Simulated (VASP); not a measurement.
Input of a VASP 6.6.1 run:

File INCAR:

```
PREC = Accurate ; ENCUT = 600
EDIFF = 1E-6 ; ISMEAR = 0
SIGMA = 0.1 ; LREAL = False
LASPH = True ; NELM = 80
ALGO = Normal ; ISIF = 3
LWAVE = False ; LCHARG = False
GGA = PE ; IBRION = 2
NSW = 90 ; EDIFFG = -0.04
```

File KPOINTS:

```
regular mesh
0
Gamma
  4 6 2
```

File POSCAR:

```
MgSi3N
1.0
    5.1911736000      0.0000000000      0.0000000000
    0.0000000000      2.8849589739      0.0000000000
   -1.8817736035      0.0000000000     10.0570314358
Mg Si N
2 6 2
Direct
    0.4610910507      0.5000000000      0.4410368986
    0.9291347224      0.5000000000      0.9507371101
    0.0071255679      0.0000000000      0.5237596361
    0.4654379824      0.0000000000      0.0115704211
    0.6888274681      0.0000000000      0.7265200378
    0.1631313421      0.0000000000      0.2309055889
    0.2362396916      0.0000000000      0.7577465065
    0.7064229070      0.0000000000      0.2435169611
    0.6848177817      0.0000000000      0.5552703782
    0.1577714863      0.0000000000      0.0589364614
```

Potentials or basis: VASP PAW PBE potentials, release 64 (Mg, Si, N).

The run is started by

```console
$ cat potpaw_PBE.64/Mg/POTCAR potpaw_PBE.64/Si/POTCAR potpaw_PBE.64/N/POTCAR > POTCAR
$ mpirun -np 1 vasp_std > vasp.out
```

What does it give for the relaxed cell?

a = 5.923 Å, b = 2.932 Å, c = 9.856 Å, α = 90.00°, β = 107.59°, γ = 90.00°.

What does it give for the relaxed volume?

16.31 Å³/atom.

The path:
```tsv
step	energy change (eV)	largest force (eV/Å)	pressure (GPa)	volume (Å³)
1	0.0000	0.1430	0.21	150.62
3	-0.0096	0.2166	-0.45	151.52
5	-0.0152	0.1898	0.11	151.28
7	-0.0221	0.1651	0.03	151.48
9	-0.0255	0.1040	-0.04	151.63
11	-0.0280	0.0930	0.01	151.63
13	-0.0298	0.1184	-0.07	151.64
15	-0.0319	0.1198	0.25	151.44
17	-0.0349	0.1230	-0.06	152.04
19	-0.0376	0.1286	-0.15	152.45
21	-0.0384	0.1417	-0.21	152.79
23	-0.0456	0.2559	0.15	152.74
25	-0.0512	0.3343	0.16	152.92
27	-0.0609	0.2784	-0.05	153.40
29	-0.0708	0.2386	0.12	153.68
31	-0.0747	0.1261	0.02	153.98
33	-0.0776	0.1153	0.00	154.20
35	-0.0816	0.1792	0.17	154.36
37	-0.0884	0.2548	0.14	155.32
39	-0.0925	0.2368	0.09	155.87
41	-0.0962	0.5361	-0.13	158.33
43	-0.1067	0.3648	-0.03	157.74
45	-0.1298	0.3386	-0.12	159.32
47	-0.1535	0.1804	-0.15	160.35
49	-0.1657	0.1825	0.19	160.11
51	-0.1753	0.2551	0.28	160.32
53	-0.1853	0.4752	0.22	161.68
55	-0.1968	0.2216	0.11	161.71
57	-0.2111	0.2053	-0.35	163.66
59	-0.2175	0.1746	0.07	163.29
61	-0.2205	0.0876	-0.03	163.31
63	-0.2223	0.0693	-0.01	163.23
65	-0.2228	0.0566	-0.02	163.19
66	-0.2231	0.0311	-0.01	163.14
```

Caveat: the k points lie up to 0.36 Å⁻¹ apart in the final cell, too coarse for converged energies and pressures of a metal.
